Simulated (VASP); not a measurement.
# Hf2H5 (I4_1/amd) in VASP: relaxation of cell and atoms with PBE

Aim: the relaxation of cell and atoms of Hf2H5 with PBE.

All numbers are computed with VASP 6.6.1; they aren't measurements. Logs are shortened: lines on timing, memory, paths and dates and some standing lists are left out, and cuts for length are marked.

## 1. The cell of the first run

It takes space group I4_1/amd (No. 141, tetragonal). Conventional cell: a = 5.112 Å, b = 5.112 Å, c = 10.223 Å, α = 90.00°, β = 90.00°, γ = 90.00°. Hf (site symmetry 2mm) has 11 H at 2.21 to 2.56 Å within 2.9 Å. H (site symmetry 2) has 4 Hf at 2.21 Å and 8 H at 2.21 to 2.56 Å within 2.9 Å. Within 2.9 Å of H (site symmetry -4m2) lie 8 H at 2.21 Å and 6 Hf at 2.56 Å.

## 2. Relaxation of cell and atoms, PBE

INCAR reads:

```
SYSTEM = Hf2H5
PREC = Accurate
ENCUT = 600
EDIFF = 1E-6
ISMEAR = 0
SIGMA = 0.2
LREAL = .False.
LASPH = .True.
NELM = 60
ALGO = Normal
ISIF = 3
LWAVE = .False.
LCHARG = .False.
GGA = PE
IBRION = 2
NSW = 36
EDIFFG = -0.08
```

KPOINTS reads:

```
regular mesh
0
Gamma
  5 5 5
  0 0 0
```

POSCAR reads:

```
Hf2H5
1.0
   -2.5558114300      2.5558114300      5.1116228600
    2.5558114300     -2.5558114300      5.1116228600
    2.5558114300      2.5558114300     -5.1116228600
Hf H
4 10
Direct
    0.2500000000      0.2500000000      0.0000000000
    0.7500000000      0.7500000000      0.0000000000
    0.5000000000      0.0000000000      0.5000000000
    0.0000000000      0.5000000000      0.5000000000
    0.8750000000      0.3750000000      0.0000000000
    0.1250000000      0.6250000000      0.0000000000
    0.3750000000      0.3750000000      0.5000000000
    0.7500000000      0.2500000000      0.5000000000
    0.6250000000      0.6250000000      0.5000000000
    0.6250000000      0.1250000000      0.0000000000
    0.8750000000      0.8750000000      0.5000000000
    0.1250000000      0.1250000000      0.5000000000
    0.3750000000      0.8750000000      0.0000000000
    0.0000000000      0.0000000000      0.0000000000
```

Potentials or basis: VASP PAW PBE potentials, release 64 (Hf_pv, H).

Launch:

```
$ cat potpaw_PBE.64/Hf_pv/POTCAR potpaw_PBE.64/H/POTCAR > POTCAR
$ mpirun -np 1 vasp_std > vasp.out
```

OUTCAR:

```text
SYSTEM = Hf2H5
   PREC = Accurate
   ENCUT = 600
   EDIFF = 1E-6
   ISMEAR = 0
   LREAL = .False.
   LASPH = .True.
   NELM = 60
   ISIF = 3
   GGA = PE
   IBRION = 2
   NSW = 36
   EDIFFG = -0.08

 ion  position               nearest neighbor table
   1  0.250  0.250  0.000-   5 2.21   6 2.21   7 2.21   9 2.21  10 2.21  13 2.21  11 2.21  12 2.21
                             4 3.61   3 3.61   4 3.61   3 3.61   4 3.61   2 3.61   3 3.61   2 3.61
   2  0.750  0.750  0.000-   5 2.21   6 2.21  10 2.21  11 2.21  12 2.21  13 2.21   7 2.21   9 2.21
                             3 3.61   4 3.61   3 3.61   4 3.61   4 3.61   1 3.61   3 3.61   1 3.61
   3  0.500  0.000  0.500-   5 2.21   7 2.21   9 2.21  10 2.21  11 2.21  12 2.21   6 2.21  13 2.21
                             1 3.61   2 3.61   1 3.61   2 3.61   2 3.61   4 3.61   1 3.61   4 3.61
   4  0.000  0.500  0.500-   6 2.21   7 2.21   9 2.21  11 2.21  12 2.21  13 2.21   5 2.21  10 2.21
                             2 3.61   1 3.61   2 3.61   1 3.61   2 3.61   3 3.61   1 3.61   3 3.61
   5  0.875  0.375  0.000-   1 2.21   2 2.21   4 2.21   3 2.21
   6  0.125  0.625  0.000-   1 2.21   2 2.21   3 2.21   4 2.21
   7  0.375  0.375  0.500-   2 2.21   3 2.21   4 2.21   1 2.21
   8  0.750  0.250  0.500-
   9  0.625  0.625  0.500-   2 2.21   3 2.21   4 2.21   1 2.21
  10  0.625  0.125  0.000-   1 2.21   2 2.21   4 2.21   3 2.21
  11  0.875  0.875  0.500-   1 2.21   3 2.21   4 2.21   2 2.21
  12  0.125  0.125  0.500-   1 2.21   3 2.21   4 2.21   2 2.21
  13  0.375  0.875  0.000-   1 2.21   2 2.21   3 2.21   4 2.21
  14  0.000  0.000  0.000-

  LATTYP: Found a body centered tetragonal cell.
 ALAT       =     5.1116228600
 C/A-ratio  =     2.0000000000

  Lattice vectors:

 A1 = (  -2.5558114300,   2.5558114300,   5.1116228600)
 A2 = (   2.5558114300,  -2.5558114300,   5.1116228600)
 A3 = (   2.5558114300,   2.5558114300,  -5.1116228600)

Analysis of symmetry for initial positions (statically):
=====================================================================
 Subroutine PRICEL returns:
 Original cell was already a primitive cell.

 Routine SETGRP: Setting up the symmetry group for a
 body centered tetragonal supercell.

 Subroutine GETGRP returns: Found 16 space group operations
 (whereof  8 operations were pure point group operations)
 out of a pool of 16 trial point group operations.

The static configuration has the point symmetry D_2d.
 The point group associated with its full space group is D_4h.

Analysis of symmetry for dynamics (positions and initial velocities):
=====================================================================
 Subroutine PRICEL returns:
 Original cell was already a primitive cell.

 Routine SETGRP: Setting up the symmetry group for a
 body centered tetragonal supercell.

 Subroutine GETGRP returns: Found 16 space group operations
 (whereof  8 operations were pure point group operations)
 out of a pool of 16 trial point group operations.

The dynamic configuration has the point symmetry D_2d.
 The point group associated with its full space group is D_4h.

 Subroutine INISYM returns: Found 16 space group operations
 (whereof  8 operations are pure point group operations),
 and found     1 'primitive' translations

----------------------------------------------------------------------------------------

                                     Primitive cell

  volume of cell :     133.5600

  direct lattice vectors                    reciprocal lattice vectors
    -2.555811430  2.555811430  5.111622860     0.000000000  0.195632586  0.097816293
     2.555811430 -2.555811430  5.111622860     0.195632586  0.000000000  0.097816293
     2.555811430  2.555811430 -5.111622860     0.195632586  0.195632586  0.000000000

  length of vectors
     6.260433882  6.260433882  6.260433882     0.218723881  0.218723881  0.276666257

  position of ions in fractional coordinates (direct lattice)
     0.250000000  0.250000000  0.000000000
     0.750000000  0.750000000  0.000000000
     0.500000000  0.000000000  0.500000000
     0.000000000  0.500000000  0.500000000
     0.875000000  0.375000000  0.000000000
     0.125000000  0.625000000  0.000000000
     0.375000000  0.375000000  0.500000000
     0.750000000  0.250000000  0.500000000
     0.625000000  0.625000000  0.500000000
     0.625000000  0.125000000  0.000000000
     0.875000000  0.875000000  0.500000000
     0.125000000  0.125000000  0.500000000
     0.375000000  0.875000000  0.000000000
     0.000000000  0.000000000  0.000000000

  ion indices of the primitive-cell ions
   primitive index   ion index
                 1           1
                 2           2
                 3           3
                 4           4
                 5           5
                 6           6
                 7           7
                 8           8
                 9           9
                10          10
                11          11
                12          12
                13          13
                14          14

----------------------------------------------------------------------------------------

 KPOINTS: regular mesh

Automatic generation of k-mesh.
 Grid dimensions read from file:
 generate k-points for:    5    5    5

 Generating k-lattice:

  Cartesian coordinates                     Fractional coordinates (reciprocal lattice)
     0.000000000  0.039126517  0.019563259     0.200000000  0.000000000  0.000000000
     0.039126517  0.000000000  0.019563259     0.000000000  0.200000000  0.000000000
     0.039126517  0.039126517  0.000000000     0.000000000  0.000000000  0.200000000

  Length of vectors
     0.043744776  0.043744776  0.055333251

  Shift w.r.t. Gamma in fractional coordinates (k-lattice)
     0.000000000  0.000000000  0.000000000

 Subroutine IBZKPT returns following result:
 ===========================================

 Found     18 irreducible k-points:

 Following reciprocal coordinates:
            Coordinates               Weight
  0.000000  0.000000  0.000000      1.000000
  0.200000  0.000000  0.000000      8.000000
  0.400000  0.000000  0.000000      8.000000
  0.200000  0.200000  0.000000      8.000000
  0.400000  0.200000 -0.000000     16.000000
 -0.400000  0.200000  0.000000     16.000000
[... 10 lines left out ...]
 -0.400000  0.400000  0.400000      4.000000
 -0.400000 -0.400000  0.400000      2.000000
   k-points           NKPTS =     18   k-points in BZ     NKDIM =     18   number of bands    NBANDS=     33
   number of dos      NEDOS =    301   number of ions     NIONS =     14
   total plane-waves  NPLWV = 125000
   dimension x,y,z NGX =    50 NGY =   50 NGZ =   50
   dimension x,y,z NGXF=   100 NGYF=  100 NGZF=  100
   ions per type =               4  10
   NGX,Y,Z   is equivalent  to a cutoff of  13.28, 13.28, 13.28 a.u.
   NGXF,Y,Z  is equivalent  to a cutoff of  26.56, 26.56, 26.56 a.u.
 SYSTEM =  Hf2H5
   PREC   = accura    normal or accurate (medium, high low for compatibility)
   ISTART =      0    job   : 0-new  1-cont  2-samecut
   ICHARG =      2    charge: 1-file 2-atom 10-const
   ISPIN  =      1    spin polarized calculation?
   LNONCOLLINEAR =      F non collinear calculations
   LSORBIT =      F    spin-orbit coupling
   LASPH  =      T    aspherical Exc in radial PAW
   ENCUT  =  600.0 eV  44.10 Ry    6.64 a.u.  12.50 12.50 12.50*2*pi/ulx,y,z
   NELM   =     60;   NELMIN=  2; NELMDL= -5     # of ELM steps
   EDIFF  = 0.1E-05   stopping-criterion for ELM
   LREAL  =      F    real-space projection
   EDIFFG = -.8E-01   stopping-criterion for IOM
   NSW    =     36    number of steps for IOM
   IBRION =      2    ionic relax: 0-MD 1-quasi-New 2-CG
   NFREE  =      1    steps in history (QN), initial steepest desc. (CG)
   ISIF   =      3    stress and relaxation
   ISYM   =      2    0-nonsym 1-usesym 2-fastsym
   POTIM  = 0.5000    time-step for ionic-motion
   TEBEG  =    0.0;   TEEND  =   0.0 temperature during run
   PSTRESS=    0.0 pullay stress
   NELECT =      50.0000    total number of electrons
   NUPDOWN=      -1.0000    fix difference up-down
   EMIN   =  10.00;   EMAX   =-10.00  energy-range for DOS
   EFERMI =   0.00;   METHOD = LEGACY
   ISMEAR =     0;   SIGMA  =   0.20  broadening in eV -4-tet -1-fermi 0-gaus
   EFERMI_NEDOS =   21; number of points for ismear=-14 and -15
   IALGO  =     38    algorithm
   IMIX   =      4    mixing-type and parameters
     AMIX     =   0.40;   BMIX     =  1.00
     AMIX_MAG =   1.60;   BMIX_MAG =  1.00
  volume/ion in A,a.u.               =       9.54        64.38
  Fermi-wavevector in a.u.,A,eV,Ry     =   1.179884  2.229658 18.941032  1.392127
  Thomas-Fermi vector in A             =   2.316187
   LORBIT       =      0    0 simple, 1 ext, 2 COOP (PROOUT), +10 PAW based schemes
   GGA     = PE    functional components
   LHFCALC =     F    Hartree Fock is set to
   AEXX    =    0.0000 exact exchange contribution
   IVDW    =     0    specifies the selected vdW correction
   LEPSILON=     F    determine dielectric tensor
   LRPA    =     F    only Hartree local field effects (RPA)
 conjugate gradient relaxation of ions
 non-spin polarized calculation
 Gauss-broadening in eV      SIGMA  =   0.20
  energy-cutoff  :      600.00
  volume of cell :      133.56
 maximum number of plane-waves:      4493
 NGX is ok and might be reduce to    50
   NGX = 25   NGY = 25   NGZ = 25

--------------------------------------- Ionic step        1  -------------------------------------------

 number of electron      49.9999997 magnetization

 Free energy of the ion-electron system (eV)
  ---------------------------------------------------
  ext. energy  EPLUGINS =         0.00000000
  ---------------------------------------------------
  free energy    TOTEN  =       -75.65957862 eV

  energy without entropy =      -75.53013771  energy(sigma->0) =      -75.59485816

------------------------ aborting loop because EDIFF is reached ----------------------------------------

  FORCE on cell =-STRESS in cart. coord.  units (eV):
  Direction    XX          YY          ZZ          XY          YZ          ZX
  --------------------------------------------------------------------------------------
  -------------------------------------------------------------------------------------
  Total      -17.9957964    -17.9957964    -18.1432920      0.0000000      0.0000000      0.0000000
  in kB     -215.8764376   -215.8764376   -217.6457851      0.0000000      0.0000000      0.0000000
  external PRESSURE =    -216.4662201 kB  Pullay stress =       0.0000000 kB
[... 321 lines left out ...]
  energy  without entropy=      -77.8592827014  energy(sigma->0) =      -77.90295788

--------------------------------------- Ionic step        8  -------------------------------------------

 number of electron      49.9999998 magnetization

 Free energy of the ion-electron system (eV)
  ---------------------------------------------------
  ext. energy  EPLUGINS =         0.00000000
  ---------------------------------------------------
  free energy    TOTEN  =       -77.94900257 eV

  energy without entropy =      -77.86153857  energy(sigma->0) =      -77.90527057

 E-fermi :   5.8763     XC(G=0): -11.5424

 val. band max:        5.8612170354   @ k =  -0.2000  -0.4000   0.2000
 cond. band min:       5.9151544889   @ k =  -0.4000   0.2000   0.0000
 fundamental gap:      0.0539374535
 Fermi energy:         5.8763352972

 k-point     1 :       0.0000    0.0000    0.0000
  band No.  band energies     occupation
      1     -25.8868      2.00000
      2     -25.7379      2.00000
      3     -25.7379      2.00000
      4     -25.7224      2.00000
      5     -25.7224      2.00000
      6     -25.5559      2.00000
[... 678 lines left out ...]
  FREE ENERGIE OF THE ION-ELECTRON SYSTEM (eV)
  ---------------------------------------------------
  free  energy   TOTEN  =       -77.9490025727 eV

  energy  without entropy=      -77.8615385747  energy(sigma->0) =      -77.90527057

 reached required accuracy - stopping structural energy minimisation
```

It took 8.2 min on 1 thread of AMD EPYC 9R45 (Zen 5), shared host; peak memory 0.37 GiB.

Results:

- Free energy: -77.9490 eV
- Relaxed volume: 7.69 Å³/atom
- Relaxed cell: a = 5.816 Å, b = 5.816 Å, c = 5.816 Å, α = 131.63°, β = 131.63°, γ = 70.81°
- Space group after relaxing (to 0.1 Å): I4_1/amd (No. 141)
- Energy gained by relaxing: 163.5 meV/atom
- Ionic steps: 8
- Pressure after relaxing: -1.0 GPa
- Largest force after relaxing: 0.043 eV/Å
- Band gap on the k mesh: zero (bands 25 and 26 overlap by 1.26 eV)

Forces on the atoms (eV/Å):
```
Hf   0.000  0.000 -0.043
Hf   0.000  0.000  0.043
Hf   0.000  0.000  0.043
Hf   0.000  0.000 -0.043
H    0.008  0.000  0.000
H    0.000  0.008  0.000
H    0.008  0.000  0.000
H    0.000  0.000  0.000
H    0.000 -0.008  0.000
H    0.000 -0.008  0.000
H   -0.008  0.000  0.000
H    0.000  0.008  0.000
H   -0.008  0.000  0.000
H    0.000  0.000  0.000
```

Step by step:
```tsv
step	energy change (eV)	largest force (eV/Å)	pressure (GPa)	volume (Å³)
1	0.0000	0.2740	-21.65	133.56
2	-2.1509	0.2765	-4.32	110.16
3	-2.2011	0.2757	-0.09	106.92
4	-2.2010	0.2756	0.60	106.43
5	-2.2284	0.2059	0.61	106.43
6	-2.2656	0.2978	0.69	106.41
7	-2.2871	0.1205	-0.51	107.24
8	-2.2894	0.0428	-1.02	107.62
```

Final structure:
```xyz
14
Lattice="-2.3824 2.3824 4.7403 2.3824 -2.3824 4.7403 2.3824 2.3824 -4.7403" Properties=species:S:1:pos:R:3 pbc="T T T"
Hf    0.0000    0.0000    2.3229
Hf    0.0000    0.0000    7.1577
Hf    0.0000    2.3824    0.0473
Hf    0.0000    2.3824    4.6930
H    -1.1031    1.1912    5.9253
H     1.1912   -1.1031    3.5552
H     1.2793    1.1912    1.1851
H     0.0000    2.3824    2.3701
H     1.1912    1.1031    3.5552
H     1.1912    3.4855   -1.1851
H     1.1031    1.1912    5.9253
H     1.1912    1.2793   -1.1851
H     3.4855    1.1912    1.1851
H    -2.3824    2.3824    4.7403
```

Caveat: the volume moved by over 15 % at a fixed basis, so the end points are rough; spin-orbit coupling is left out, which moves the levels of the heavy elements; the relaxation stopped at a loose force limit of 0.08 eV/Å, so its end isn't a converged minimum.
